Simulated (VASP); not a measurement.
Wanted: the native input for a VASP 6.6.1 run.

```
Task                   : single point
Functional             : r2SCAN
Potentials or basis    : VASP PAW PBE potentials, release 64 (Tl_d, Cl)
Cutoff                 : 550 eV
k mesh                 : 7 × 7 × 7
Occupations            : fermi-dirac, width 0.1 eV
Spin                   : no spin polarisation
Dipole correction      : no
Further INCAR settings : ALGO = Normal; EDIFF = 1e-06; NBANDS = 17
```

TlCl:

```
CELL_PARAMETERS angstrom
3.83774 0.00000 0.00000
0.00000 3.83774 0.00000
0.00000 0.00000 3.83774
ATOMIC_POSITIONS crystal
Tl 0.00000 0.00000 0.00000
Cl 0.50000 0.50000 0.50000
```

These files were run (other wordings do the same):

POSCAR

```
TlCl
1.0
    3.8377434673      0.0000000000      0.0000000000
    0.0000000000      3.8377434673      0.0000000000
    0.0000000000      0.0000000000      3.8377434673
Tl Cl
1 1
Direct
    0.0000000000      0.0000000000      0.0000000000
    0.5000000000      0.5000000000      0.5000000000
```

INCAR.step1

```
SYSTEM = TlCl
  PREC = Accurate
  ENCUT = 550
  ISMEAR = -1
  SIGMA = 0.1
  LREAL = .FALSE.
  LASPH = .TRUE.
  NELM = 120
  NBANDS = 17
  GGA = PE
  ALGO = Normal
  EDIFF = 1E-5
  LWAVE = .TRUE.
  LCHARG = .FALSE.
  GGA_COMPAT = .FALSE.
```

INCAR.step2

```
SYSTEM = TlCl
  PREC = Accurate
  ENCUT = 550
  EDIFF = 1E-6
  ISMEAR = -1
  SIGMA = 0.1
  LREAL = .FALSE.
  LASPH = .TRUE.
  NELM = 120
  ALGO = Normal
  ISIF = 2
  LWAVE = .FALSE.
  LCHARG = .FALSE.
  METAGGA = R2SCAN
  LMIXTAU = .TRUE.
  NBANDS = 17
  ISTART = 1
  GGA_COMPAT = .FALSE.
```

KPOINTS

```
Automatic mesh
0
G
  7 7 7
  0 0 0
```

Potentials or basis: VASP PAW PBE potentials, release 64 (Tl_d, Cl).

Run with:

```console
$ cat potpaw_PBE.64/Tl_d/POTCAR potpaw_PBE.64/Cl/POTCAR > POTCAR
$ cp INCAR.step1 INCAR
$ mpirun -np 1 vasp_std > vasp.out
$ cp INCAR.step2 INCAR
$ mpirun -np 1 vasp_std > vasp.out
```

Results of the run:

- Pressure: 0.0 GPa
- Band gap on the k mesh: 2.95 eV, direct

Caveat: the PAW data sets were made with another functional, which shifts forces and pressure a little; spin-orbit coupling is left out, which moves the levels of the heavy elements.

Run time: 75 s on 1 thread of AMD EPYC 7R43 64-Core Processor (Zen 3) (shared host), peak memory 0.14 GiB.
